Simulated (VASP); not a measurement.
# H6C2O in VASP: single point with PBE+D3(BJ)

Aim: the single point of H6C2O with PBE+D3(BJ).

Everything below comes from runs of VASP 6.6.1. Logs are shortened: lines on timing, memory, paths and dates and some standing lists are left out, and cuts for length are marked.

## Step 1: The cell of the first run

The cell holds a disordered packing, 36 atoms: a = 7.294 Å, b = 7.294 Å, c = 7.294 Å, α = 90.00°, β = 90.00°, γ = 90.00°.

## Step 2: Single point, PBE+D3(BJ)

File INCAR:

```
ALGO = Normal
EDIFF = 1E-6
ENCUT = 1000
GGA = PE
GGA_COMPAT = False
ISIF = 2
ISMEAR = -1
IVDW = 12
LASPH = True
LCHARG = False
LREAL = Auto
LWAVE = False
NBANDS = 64
NELM = 120
PREC = Accurate
SIGMA = 0.02
```

File KPOINTS:

```
k-points
0
Gamma
  1 1 1
```

File POSCAR:

```
H6C2O
1.0
    7.2936330000      0.0000000000      0.0000000000
    0.0000000000      7.2936330000      0.0000000000
    0.0000000000      0.0000000000      7.2936330000
C O H
8 4 24
Direct
    0.5302730082      0.7181997429      0.1006652395
    0.3674602163      0.5917821360      0.0760315936
    0.8362246809      0.6476451677      0.5147498297
    0.9559690226      0.8075193594      0.5728368081
    0.4791304771      0.1493941526      0.5284593354
    0.4548257523      0.1329023792      0.7344509549
    0.9689408136      0.3530185809     -0.0729920862
    0.9489762452      0.2222692267      0.0865879021
    0.4129436313      0.4126634867      0.1466476276
    0.9619854973      0.9453829058      0.4283420094
    0.5510599666      0.2794708600      0.8200514105
    1.1284949042      0.1591441305      0.1423955155
    0.3002098721      0.3375240849      0.1531518116
    0.2463610336      0.6480897258      0.1489564088
    0.3324868641      0.5810617372     -0.0717848971
    0.5054973993      0.8491115750      0.0292474300
    0.5559207154      0.7485345978      0.2463088306
    0.6553097583      0.6556189772      0.0425517390
    0.9412813556      1.0630415441      0.4864733299
    0.9015257385      0.8709259685      0.6991783877
    1.0971710062      0.7612950862      0.6017598127
    0.8395253054      0.5389786632      0.6191914301
    0.6928625321      0.6904575540      0.4979113933
    0.8832609384      0.5888160197      0.3836924850
    0.5038876763      0.3020198992      0.9447171672
    0.3081346799      0.1363538396      0.7721434570
    0.5092469559     -0.0010685863      0.7816522784
    0.4107333133      0.0357505973      0.4566236950
    0.4239691726      0.2797427094      0.4771610174
    0.6252579384      0.1451489051      0.4917810544
    1.1102845765      0.0631630621      0.2346655042
    0.8799756882      0.2922405070      0.2028352693
    0.8631641638      0.1040758814      0.0476808089
    0.8314730865      0.3962538840     -0.1181111800
    1.0497722933      0.4744558367     -0.0351230745
    1.0362984207      0.2850881028     -0.1907598990
```

Potentials or basis: VASP PAW PBE potentials, release 64 (C_h, O_h, H_h).

Run with:

```console
> cat potpaw_PBE.64/C_h/POTCAR potpaw_PBE.64/O_h/POTCAR potpaw_PBE.64/H_h/POTCAR > POTCAR
> mpirun -np 1 vasp_gam > vasp.out
```

OUTCAR:

```text
EDIFF = 1E-6
   ENCUT = 1000
   GGA = PE
   ISIF = 2
   ISMEAR = -1
   IVDW = 12
   LASPH = True
   LREAL = Auto
   NELM = 120
   PREC = Accurate
 IVDW          = 12

 ion  position               nearest neighbor table
   1  0.530  0.718  0.101-  17 1.10  16 1.10  18 1.10   2 1.51
   2  0.367  0.592  0.076-  14 1.11  15 1.11   9 1.44   1 1.51
   3  0.836  0.648  0.515-  23 1.10  22 1.10  24 1.10   4 1.52
   4  0.956  0.808  0.573-  21 1.10  20 1.10  10 1.46   3 1.52
   5  0.479  0.149  0.528-  29 1.10  30 1.10  28 1.10   6 1.52
   6  0.455  0.133  0.734-  26 1.10  27 1.11  11 1.42   5 1.52
   7  0.969  0.353  0.927-  35 1.10  34 1.10  36 1.11   8 1.51
   8  0.949  0.222  0.087-  33 1.10  32 1.11  12 1.45   7 1.51
   9  0.413  0.413  0.147-  13 0.99   2 1.44
  10  0.962  0.945  0.428-  19 0.97   4 1.46
  11  0.551  0.279  0.820-  25 0.99   6 1.42
  12  0.128  0.159  0.142-  31 0.98   8 1.45
  13  0.300  0.338  0.153-   9 0.99
  14  0.246  0.648  0.149-   2 1.11
  15  0.332  0.581  0.928-   2 1.11
  16  0.505  0.849  0.029-   1 1.10
  17  0.556  0.749  0.246-   1 1.10
  18  0.655  0.656  0.043-   1 1.10
[... 16 lines left out ...]
  35  0.050  0.474  0.965-   7 1.10
  36  0.036  0.285  0.809-   7 1.11

  LATTYP: Found a simple cubic cell.
 ALAT       =     7.2936330000

  Lattice vectors:

 A1 = (   7.2936330000,   0.0000000000,   0.0000000000)
 A2 = (   0.0000000000,   7.2936330000,   0.0000000000)
 A3 = (   0.0000000000,   0.0000000000,   7.2936330000)

Analysis of symmetry for initial positions (statically):
=====================================================================
 Subroutine PRICEL returns:
 Original cell was already a primitive cell.

 Routine SETGRP: Setting up the symmetry group for a
 simple cubic supercell.

 Subroutine GETGRP returns: Found  1 space group operations
 (whereof  1 operations were pure point group operations)
 out of a pool of 48 trial point group operations.

The static configuration has the point symmetry C_1 .

Analysis of symmetry for dynamics (positions and initial velocities):
=====================================================================
 Subroutine PRICEL returns:
 Original cell was already a primitive cell.

 Routine SETGRP: Setting up the symmetry group for a
 simple cubic supercell.

 Subroutine GETGRP returns: Found  1 space group operations
 (whereof  1 operations were pure point group operations)
 out of a pool of 48 trial point group operations.

The dynamic configuration has the point symmetry C_1 .

 Subroutine INISYM returns: Found  1 space group operations
 (whereof  1 operations are pure point group operations),
 and found     1 'primitive' translations

----------------------------------------------------------------------------------------

                                     Primitive cell

  volume of cell :     388.0000

  direct lattice vectors                    reciprocal lattice vectors
     7.293633000  0.000000000  0.000000000     0.137105884  0.000000000  0.000000000
     0.000000000  7.293633000  0.000000000     0.000000000  0.137105884  0.000000000
     0.000000000  0.000000000  7.293633000     0.000000000  0.000000000  0.137105884

  length of vectors
     7.293633000  7.293633000  7.293633000     0.137105884  0.137105884  0.137105884

  position of ions in fractional coordinates (direct lattice)
     0.530273008  0.718199743  0.100665240
     0.367460216  0.591782136  0.076031594
     0.836224681  0.647645168  0.514749830
     0.955969023  0.807519359  0.572836808
     0.479130477  0.149394153  0.528459335
     0.454825752  0.132902379  0.734450955
[... 28 lines left out ...]
     0.049772293  0.474455837  0.964876926
     0.036298421  0.285088103  0.809240101

  ion indices of the primitive-cell ions
   primitive index   ion index
                 1           1
                 2           2
                 3           3
                 4           4
                 5           5
                 6           6
[... 28 lines left out ...]
                35          35
                36          36

----------------------------------------------------------------------------------------

 KPOINTS: k-points

Automatic generation of k-mesh.
 Grid dimensions read from file:
 generate k-points for:    1    1    1

 Generating k-lattice:

  Cartesian coordinates                     Fractional coordinates (reciprocal lattice)
     0.137105884  0.000000000  0.000000000     1.000000000  0.000000000  0.000000000
     0.000000000  0.137105884  0.000000000     0.000000000  1.000000000  0.000000000
     0.000000000  0.000000000  0.137105884     0.000000000  0.000000000  1.000000000

  Length of vectors
     0.137105884  0.137105884  0.137105884

  Shift w.r.t. Gamma in fractional coordinates (k-lattice)
     0.000000000  0.000000000  0.000000000

 Subroutine IBZKPT returns following result:
 ===========================================

 Found      1 irreducible k-points:

 Following reciprocal coordinates:
            Coordinates               Weight
  0.000000  0.000000  0.000000      1.000000
   k-points           NKPTS =      1   k-points in BZ     NKDIM =      1   number of bands    NBANDS=     64
   number of dos      NEDOS =    301   number of ions     NIONS =     36
   total plane-waves  NPLWV = 512000
   dimension x,y,z NGX =    80 NGY =   80 NGZ =   80
   dimension x,y,z NGXF=   160 NGYF=  160 NGZF=  160
   ions per type =               8   4  24
   NGX,Y,Z   is equivalent  to a cutoff of  18.23, 18.23, 18.23 a.u.
   NGXF,Y,Z  is equivalent  to a cutoff of  36.47, 36.47, 36.47 a.u.
 SYSTEM =  unknown system
   PREC   = accura    normal or accurate (medium, high low for compatibility)
   ISTART =      0    job   : 0-new  1-cont  2-samecut
   ICHARG =      2    charge: 1-file 2-atom 10-const
   ISPIN  =      1    spin polarized calculation?
   LNONCOLLINEAR =      F non collinear calculations
   LSORBIT =      F    spin-orbit coupling
   LASPH  =      T    aspherical Exc in radial PAW
   ENCUT  = 1000.0 eV  73.50 Ry    8.57 a.u.  18.81 18.81 18.81*2*pi/ulx,y,z
   NELM   =    120;   NELMIN=  2; NELMDL= -5     # of ELM steps
   EDIFF  = 0.1E-05   stopping-criterion for ELM
   LREAL  =      T    real-space projection
   EDIFFG = 0.1E-04   stopping-criterion for IOM
   NSW    =      0    number of steps for IOM
   IBRION =     -1    ionic relax: 0-MD 1-quasi-New 2-CG
   NFREE  =      0    steps in history (QN), initial steepest desc. (CG)
   ISIF   =      2    stress and relaxation
   ISYM   =      2    0-nonsym 1-usesym 2-fastsym
   POTIM  = 0.5000    time-step for ionic-motion
   TEBEG  =    0.0;   TEEND  =   0.0 temperature during run
   PSTRESS=    0.0 pullay stress
   NELECT =      80.0000    total number of electrons
   NUPDOWN=      -1.0000    fix difference up-down
   EMIN   =  10.00;   EMAX   =-10.00  energy-range for DOS
   EFERMI =   0.00;   METHOD = LEGACY
   ISMEAR =    -1;   SIGMA  =   0.02  broadening in eV -4-tet -1-fermi 0-gaus
   EFERMI_NEDOS =   21; number of points for ismear=-14 and -15
   IALGO  =     38    algorithm
   IMIX   =      4    mixing-type and parameters
     AMIX     =   0.40;   BMIX     =  1.00
     AMIX_MAG =   1.60;   BMIX_MAG =  1.00
  volume/ion in A,a.u.               =      10.78        72.73
  Fermi-wavevector in a.u.,A,eV,Ry     =   0.967151  1.827650 12.726630  0.935381
  Thomas-Fermi vector in A             =   2.097013
   LORBIT       =      0    0 simple, 1 ext, 2 COOP (PROOUT), +10 PAW based schemes
   GGA     = PE    functional components
   LHFCALC =     F    Hartree Fock is set to
   AEXX    =    0.0000 exact exchange contribution
   IVDW    =    12    specifies the selected vdW correction
   LEPSILON=     F    determine dielectric tensor
   LRPA    =     F    only Hartree local field effects (RPA)
 non-spin polarized calculation
  energy-cutoff  :     1000.00
  volume of cell :      388.00
 maximum number of plane-waves:     13913
 NGX is ok and might be reduce to    80
   NGX = 37   NGY = 37   NGZ = 37

 number of electron      79.9999999 magnetization

 Free energy of the ion-electron system (eV)
  ---------------------------------------------------
  ext. energy  EPLUGINS =         0.00000000
  ---------------------------------------------------
  free energy    TOTEN  =      -188.61696878 eV

  energy without entropy =     -188.61696878  energy(sigma->0) =     -188.61696878

 E-fermi :  -1.9921     XC(G=0):  -6.4875

 val. band max:       -2.5066871767   @ k =   0.0000   0.0000   0.0000
 cond. band min:       1.9725729655   @ k =   0.0000   0.0000   0.0000
 fundamental gap:      4.4792601422
 Fermi energy:        -1.9921204790

 k-point     1 :       0.0000    0.0000    0.0000
  band No.  band energies     occupation
      1     -22.5392      2.00000
      2     -22.2212      2.00000
      3     -21.9061      2.00000
      4     -21.4600      2.00000
      5     -15.4400      2.00000
      6     -15.2578      2.00000
[... 44 lines left out ...]
     51       5.5170      0.00000
     52       5.7818      0.00000
 [bands above 52 left out]

------------------------ aborting loop because EDIFF is reached ----------------------------------------

 Edisp (eV)   -1.29587

 E8    (eV) :    -0.2816

  FORCE on cell =-STRESS in cart. coord.  units (eV):
  Direction    XX          YY          ZZ          XY          YZ          ZX
  --------------------------------------------------------------------------------------
  -------------------------------------------------------------------------------------
  Total      -0.88847    -2.02437    -1.57534     0.22599    -0.43897     0.60212
  in kB      -3.66879    -8.35929    -6.50508     0.93317    -1.81267     2.48637
  external pressure =       -6.18 kB  Pullay stress =        0.00 kB

 VOLUME and BASIS-vectors are now :
 -----------------------------------------------------------------------------
  energy-cutoff  :     1000.00
  volume of cell :      388.00
      direct lattice vectors                 reciprocal lattice vectors
     7.293633000  0.000000000  0.000000000     0.137105884  0.000000000  0.000000000
     0.000000000  7.293633000  0.000000000     0.000000000  0.137105884  0.000000000
     0.000000000  0.000000000  7.293633000     0.000000000  0.000000000  0.137105884

 POSITION                                       TOTAL-FORCE (eV/Angst)
 -----------------------------------------------------------------------------------
      3.86762      5.23829      0.73422         0.128119      0.112743      0.006937
      2.68012      4.31624      0.55455        -0.038611     -0.076224     -0.041360
      6.09912      4.72369      3.75440         0.052850     -0.023550      0.018237
      6.97249      5.88975      4.17806        -0.044103      0.012614     -0.048061
      3.49460      1.08963      3.85439        -0.014323     -0.029599      0.012078
      3.31733      0.96934      5.35682         0.062200      0.003738     -0.017534
[... 28 lines left out ...]
      0.36302      3.46051      7.03746        -0.082922     -0.081293     -0.058678
      0.26475      2.07933      5.90230        -0.047184      0.091352      0.166839
 -----------------------------------------------------------------------------------
    total drift:                               -0.002727     -0.000398     -0.002761

  FREE ENERGIE OF THE ION-ELECTRON SYSTEM (eV)
  ---------------------------------------------------
  free  energy   TOTEN  =      -189.9128421010 eV

  energy  without entropy=     -189.9128421009  energy(sigma->0) =     -189.91284210
```

Wall time 2.1 min (1 thread of Intel Xeon Platinum 8259CL at 2.50GHz (Skylake/Cascade Lake), shared host); peak memory 0.91 GiB.

What came out:

- Free energy: -189.9128 eV
- Pressure: -0.6 GPa
- Largest force: 0.281 eV/Å
- Band gap on the k mesh: 4.48 eV
- Dispersion energy per atom: -0.036 eV

Forces on the atoms (eV/Å):
```
C    0.128  0.113  0.007
C   -0.039 -0.076 -0.041
C    0.053 -0.024  0.018
C   -0.044  0.013 -0.048
C   -0.014 -0.030  0.012
C    0.062  0.004 -0.018
C   -0.082  0.022 -0.159
C   -0.010  0.008  0.105
O   -0.129  0.229 -0.098
O    0.037 -0.028  0.184
O    0.074  0.008 -0.125
O   -0.104  0.031 -0.047
H    0.042 -0.113  0.042
H    0.111 -0.085 -0.060
H    0.039  0.027  0.195
H    0.030 -0.125  0.085
H   -0.026 -0.059 -0.167
H   -0.137  0.068  0.046
H   -0.019 -0.004 -0.012
H    0.062 -0.055 -0.075
H   -0.017  0.028 -0.031
H   -0.002  0.080 -0.082
H    0.038  0.002  0.020
H   -0.012  0.068  0.089
H   -0.056  0.002  0.068
H   -0.002 -0.003 -0.021
H   -0.024  0.010  0.000
H   -0.002  0.039  0.022
H   -0.003 -0.039 -0.001
H   -0.037 -0.018  0.011
H   -0.023  0.029  0.030
H    0.053 -0.077 -0.123
H    0.014  0.016  0.011
H    0.167 -0.070  0.053
H   -0.083 -0.081 -0.059
H   -0.047  0.091  0.167
```

Stress tensor (GPa, compression positive):
```
-0.37  0.09  0.25
 0.09 -0.84 -0.18
 0.25 -0.18 -0.65
```

Caveat: the k points lie up to 0.86 Å⁻¹ apart, too coarse for converged energies, forces and pressures.
